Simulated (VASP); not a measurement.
# Ga2GeSe3 (P-4m2) in VASP: notebook

Ga2GeSe3 is run at these levels: PBE; tasks: relaxation of cell and atoms, single point.

Everything below comes from runs of VASP 6.6.1. Logs are shortened: lines on timing, memory, paths and dates and some standing lists are left out, and cuts for length are marked.

### 1 The cell of the first run

The structure is tetragonal, space group P-4m2 (No. 115). Conventional cell: a = 3.798 Å, b = 3.798 Å, c = 10.380 Å, α = 90.00°, β = 90.00°, γ = 90.00°. Within 3.6 Å of Ga (site symmetry 2mm) lie 5 Se at 2.66 to 2.72 Å and 4 Ga at 3.50 Å. Ge (site symmetry -4m2) has 4 Se at 2.69 Å within 3.5 Å. Se (site symmetry 2mm) has 5 Ga at 2.66 to 2.72 Å within 3.5 Å. Se (site symmetry -4m2) has 4 Ge at 2.69 Å within 3.5 Å.

The cell was built from a structure type or drawn by symmetry, and may not be a known phase.

### 2 Relaxation of cell and atoms, PBE

Contents of INCAR:

```
ALGO = Normal
EDIFF = 1E-7
EDIFFG = -0.01
ENCUT = 600
GGA = PE
IBRION = 2
ISIF = 3
ISMEAR = 0
LASPH = True
LCHARG = False
LREAL = False
LWAVE = False
NELM = 100
NSW = 100
PREC = Accurate
SIGMA = 0.1
```

Contents of KPOINTS:

```
k-points
0
Gamma
  10 10 4
```

Contents of POSCAR:

```
Ga2GeSe3
1.0
    3.7981330920      0.0000000000      0.0000000000
    0.0000000000      3.7981330920      0.0000000000
    0.0000000000      0.0000000000     10.3804023375
Ga Ge Se
2 1 3
Direct
    0.5000000000      0.0000000000      0.3917617251
    0.0000000000      0.5000000000      0.6082382749
    0.0000000000      0.0000000000      0.0000000000
    0.5000000000      0.0000000000      0.6476172343
    0.0000000000      0.5000000000      0.3523827657
    0.5000000000      0.5000000000      0.0000000000
```

Potentials or basis: VASP PAW PBE potentials, release 64 (Ga_d, Ge_d, Se).

Launch:

```console
> cat potpaw_PBE.64/Ga_d/POTCAR potpaw_PBE.64/Ge_d/POTCAR potpaw_PBE.64/Se/POTCAR > POTCAR
> mpirun -np 1 vasp_std > vasp.out
```

OUTCAR:

```text
EDIFF = 1E-7
   EDIFFG = -0.01
   ENCUT = 600
   GGA = PE
   IBRION = 2
   ISIF = 3
   ISMEAR = 0
   LASPH = True
   LREAL = False
   NELM = 100
   NSW = 100
   PREC = Accurate

 ion  position               nearest neighbor table
   1  0.500  0.000  0.392-   4 2.66   5 2.72   5 2.72   5 2.72   5 2.72
   2  0.000  0.500  0.608-   5 2.66   4 2.72   4 2.72   4 2.72   4 2.72
   3  0.000  0.000  0.000-   6 2.69   6 2.69   6 2.69   6 2.69
   4  0.500  0.000  0.648-   1 2.66   2 2.72   2 2.72   2 2.72   2 2.72
   5  0.000  0.500  0.352-   2 2.66   1 2.72   1 2.72   1 2.72   1 2.72
   6  0.500  0.500  0.000-   3 2.69   3 2.69   3 2.69   3 2.69

  LATTYP: Found a simple tetragonal cell.
 ALAT       =     3.7981330920
 C/A-ratio  =     2.7330275391

  Lattice vectors:

 A1 = (   3.7981330920,   0.0000000000,   0.0000000000)
 A2 = (   0.0000000000,   3.7981330920,   0.0000000000)
 A3 = (   0.0000000000,   0.0000000000,  10.3804023375)

Analysis of symmetry for initial positions (statically):
=====================================================================
 Subroutine PRICEL returns:
 Original cell was already a primitive cell.

 Routine SETGRP: Setting up the symmetry group for a
 simple tetragonal supercell.

 Subroutine GETGRP returns: Found  8 space group operations
 (whereof  8 operations were pure point group operations)
 out of a pool of 16 trial point group operations.

The static configuration has the point symmetry D_2d.

Analysis of symmetry for dynamics (positions and initial velocities):
=====================================================================
 Subroutine PRICEL returns:
 Original cell was already a primitive cell.

 Routine SETGRP: Setting up the symmetry group for a
 simple tetragonal supercell.

 Subroutine GETGRP returns: Found  8 space group operations
 (whereof  8 operations were pure point group operations)
 out of a pool of 16 trial point group operations.

The dynamic configuration has the point symmetry D_2d.

 Subroutine INISYM returns: Found  8 space group operations
 (whereof  8 operations are pure point group operations),
 and found     1 'primitive' translations

----------------------------------------------------------------------------------------

                                     Primitive cell

  volume of cell :     149.7458

  direct lattice vectors                    reciprocal lattice vectors
     3.798133092  0.000000000  0.000000000     0.263287246  0.000000000  0.000000000
     0.000000000  3.798133092  0.000000000     0.000000000  0.263287246  0.000000000
     0.000000000  0.000000000 10.380402337     0.000000000  0.000000000  0.096335380

  length of vectors
     3.798133092  3.798133092 10.380402337     0.263287246  0.263287246  0.096335380

  position of ions in fractional coordinates (direct lattice)
     0.500000000  0.000000000  0.391761725
     0.000000000  0.500000000  0.608238275
     0.000000000  0.000000000  0.000000000
     0.500000000  0.000000000  0.647617234
     0.000000000  0.500000000  0.352382766
     0.500000000  0.500000000  0.000000000

  ion indices of the primitive-cell ions
   primitive index   ion index
                 1           1
                 2           2
                 3           3
                 4           4
                 5           5
                 6           6

----------------------------------------------------------------------------------------

 KPOINTS: k-points

Automatic generation of k-mesh.
 Grid dimensions read from file:
 generate k-points for:   10   10    4

 Generating k-lattice:

  Cartesian coordinates                     Fractional coordinates (reciprocal lattice)
     0.026328725  0.000000000  0.000000000     0.100000000  0.000000000  0.000000000
     0.000000000  0.026328725  0.000000000     0.000000000  0.100000000  0.000000000
     0.000000000  0.000000000  0.024083845     0.000000000  0.000000000  0.250000000

  Length of vectors
     0.026328725  0.026328725  0.024083845

  Shift w.r.t. Gamma in fractional coordinates (k-lattice)
     0.000000000  0.000000000  0.000000000

 Subroutine IBZKPT returns following result:
 ===========================================

 Found     63 irreducible k-points:

 Following reciprocal coordinates:
            Coordinates               Weight
  0.000000  0.000000  0.000000      1.000000
  0.100000  0.000000  0.000000      4.000000
  0.200000  0.000000  0.000000      4.000000
  0.300000  0.000000  0.000000      4.000000
  0.400000  0.000000  0.000000      4.000000
  0.500000  0.000000  0.000000      2.000000
[... 16 lines left out ...]
  0.100000  0.000000  0.250000      8.000000
  0.200000  0.000000  0.250000      8.000000
 [... further k-points ...]
   k-points           NKPTS =     63   k-points in BZ     NKDIM =     63   number of bands    NBANDS=     34
   number of dos      NEDOS =    301   number of ions     NIONS =      6
   total plane-waves  NPLWV =  75600
   dimension x,y,z NGX =    30 NGY =   30 NGZ =   84
   dimension x,y,z NGXF=    60 NGYF=   60 NGZF=  168
   ions per type =               2   1   3
   NGX,Y,Z   is equivalent  to a cutoff of  13.13, 13.13, 13.45 a.u.
   NGXF,Y,Z  is equivalent  to a cutoff of  26.26, 26.26, 26.91 a.u.
 SYSTEM =  unknown system
   PREC   = accura    normal or accurate (medium, high low for compatibility)
   ISTART =      0    job   : 0-new  1-cont  2-samecut
   ICHARG =      2    charge: 1-file 2-atom 10-const
   ISPIN  =      1    spin polarized calculation?
   LNONCOLLINEAR =      F non collinear calculations
   LSORBIT =      F    spin-orbit coupling
   LASPH  =      T    aspherical Exc in radial PAW
   ENCUT  =  600.0 eV  44.10 Ry    6.64 a.u.   7.59  7.59 20.73*2*pi/ulx,y,z
   NELM   =    100;   NELMIN=  2; NELMDL= -5     # of ELM steps
   EDIFF  = 0.1E-06   stopping-criterion for ELM
   LREAL  =      F    real-space projection
   EDIFFG = -.1E-01   stopping-criterion for IOM
   NSW    =    100    number of steps for IOM
   IBRION =      2    ionic relax: 0-MD 1-quasi-New 2-CG
   NFREE  =      1    steps in history (QN), initial steepest desc. (CG)
   ISIF   =      3    stress and relaxation
   ISYM   =      2    0-nonsym 1-usesym 2-fastsym
   POTIM  = 0.5000    time-step for ionic-motion
   TEBEG  =    0.0;   TEEND  =   0.0 temperature during run
   PSTRESS=    0.0 pullay stress
   NELECT =      58.0000    total number of electrons
   NUPDOWN=      -1.0000    fix difference up-down
   EMIN   =  10.00;   EMAX   =-10.00  energy-range for DOS
   EFERMI =   0.00;   METHOD = LEGACY
   ISMEAR =     0;   SIGMA  =   0.10  broadening in eV -4-tet -1-fermi 0-gaus
   EFERMI_NEDOS =   21; number of points for ismear=-14 and -15
   IALGO  =     38    algorithm
   IMIX   =      4    mixing-type and parameters
     AMIX     =   0.40;   BMIX     =  1.00
     AMIX_MAG =   1.60;   BMIX_MAG =  1.00
  volume/ion in A,a.u.               =      24.96       168.42
  Fermi-wavevector in a.u.,A,eV,Ry     =   1.193345  2.255095 19.375676  1.424072
  Thomas-Fermi vector in A             =   2.329361
   LORBIT       =      0    0 simple, 1 ext, 2 COOP (PROOUT), +10 PAW based schemes
   GGA     = PE    functional components
   LHFCALC =     F    Hartree Fock is set to
   AEXX    =    0.0000 exact exchange contribution
   IVDW    =     0    specifies the selected vdW correction
   LEPSILON=     F    determine dielectric tensor
   LRPA    =     F    only Hartree local field effects (RPA)
 conjugate gradient relaxation of ions
 non-spin polarized calculation
 Gauss-broadening in eV      SIGMA  =   0.10
  energy-cutoff  :      600.00
  volume of cell :      149.75
 maximum number of plane-waves:      5036
   NGX = 15   NGY = 15   NGZ = 41

--------------------------------------- Ionic step        1  -------------------------------------------

 number of electron      58.0000017 magnetization

 Free energy of the ion-electron system (eV)
  ---------------------------------------------------
  ext. energy  EPLUGINS =         0.00000000
  ---------------------------------------------------
  free energy    TOTEN  =       -21.84240139 eV

  energy without entropy =      -21.82847509  energy(sigma->0) =      -21.83543824

------------------------ aborting loop because EDIFF is reached ----------------------------------------

  FORCE on cell =-STRESS in cart. coord.  units (eV):
  Direction    XX          YY          ZZ          XY          YZ          ZX
  --------------------------------------------------------------------------------------
  -------------------------------------------------------------------------------------
  Total        1.1867359      1.1867359      0.0761858      0.0000000      0.0000000      0.0000000
  in kB       12.6972626     12.6972626      0.8151358      0.0000000      0.0000000      0.0000000
  external PRESSURE =       8.7365537 kB  Pullay stress =       0.0000000 kB
[... 225 lines left out ...]
  energy  without entropy=      -21.8413072020  energy(sigma->0) =      -21.84741801

--------------------------------------- Ionic step        7  -------------------------------------------

 number of electron      58.0000027 magnetization

 Free energy of the ion-electron system (eV)
  ---------------------------------------------------
  ext. energy  EPLUGINS =         0.00000000
  ---------------------------------------------------
  free energy    TOTEN  =       -21.85369852 eV

  energy without entropy =      -21.84130036  energy(sigma->0) =      -21.84749944

 E-fermi :   3.4956     XC(G=0):  -9.2562

 val. band max:        3.4790539178   @ k =   0.2000   0.2000   0.0000
 cond. band min:       3.5021258690   @ k =   0.3000   0.3000   0.0000
 fundamental gap:      0.0230719512
 Fermi energy:         3.4955783382

 k-point     1 :       0.0000    0.0000    0.0000
  band No.  band energies     occupation
      1     -21.5922      2.00000
      2     -21.5509      2.00000
      3     -21.5509      2.00000
      4     -21.4722      2.00000
      5     -21.4711      2.00000
      6     -11.7597      2.00000
[... 877 lines left out ...]
     33       7.5878      0.00000
     34       7.6977      0.00000

 [... further k-points ...]

------------------------ aborting loop because EDIFF is reached ----------------------------------------

  FORCE on cell =-STRESS in cart. coord.  units (eV):
  Direction    XX          YY          ZZ          XY          YZ          ZX
  --------------------------------------------------------------------------------------
  -------------------------------------------------------------------------------------
  Total        0.0276397      0.0276397      0.0089939      0.0000000      0.0000000      0.0000000
  in kB        0.2909535      0.2909535      0.0946756      0.0000000      0.0000000      0.0000000
  external PRESSURE =       0.2255275 kB  Pullay stress =       0.0000000 kB
[... 21 lines left out ...]
  FREE ENERGIE OF THE ION-ELECTRON SYSTEM (eV)
  ---------------------------------------------------
  free  energy   TOTEN  =       -21.8536985246 eV

  energy  without entropy=      -21.8413003636  energy(sigma->0) =      -21.84749944

 reached required accuracy - stopping structural energy minimisation
```

It took 18 min on 1 thread of Intel Xeon 6975P-C (Granite Rapids), shared host; peak memory 0.56 GiB.

Results:

```
Free energy                           : -21.8537 eV
Relaxed volume                        : 25.37 Å³/atom
Relaxed cell                          : a = 3.829 Å, b = 3.829 Å, c = 10.382 Å, α = 90.00°, β = 90.00°, γ = 90.00°
Space group after relaxing (to 0.1 Å) : P-4m2 (No. 115)
Energy gained by relaxing             : 1.9 meV/atom
Ionic steps                           : 7
Pressure after relaxing               : 0.0 GPa
Band gap on the k mesh                : zero (bands 29 and 30 overlap by 2.20 eV)
```

The path:
```
step  energy change (eV)  largest force (eV/Å)  pressure (GPa)  volume (Å³)
   1              0.0000                0.0605            0.87       149.75
   2             -0.0094                0.0731           -0.20       152.71
   3             -0.0097                0.0676           -0.06       152.26
   4             -0.0103                0.0446           -0.03       152.17
   5             -0.0108                0.0421            0.03       151.98
   6             -0.0111                0.0236            0.03       152.08
   7             -0.0113                0.0016            0.02       152.20
```

Final structure:
```
Ga Ge Se
1.0
     3.82881    0.00000    0.00000
     0.00000    3.82881    0.00000
     0.00000    0.00000   10.38226
Ga Ge Se
2 1 3
Direct
  0.50000 0.00000 0.39003
  0.00000 0.50000 0.60997
  0.00000 0.00000 0.00000
  0.50000 0.00000 0.64611
  0.00000 0.50000 0.35389
  0.50000 0.50000 0.00000
```

Caveat: this functional lacks dispersion, which binds the layers, so the pressure and a relaxed spacing across them are unreliable.

(Continued in part 2 of 2.)
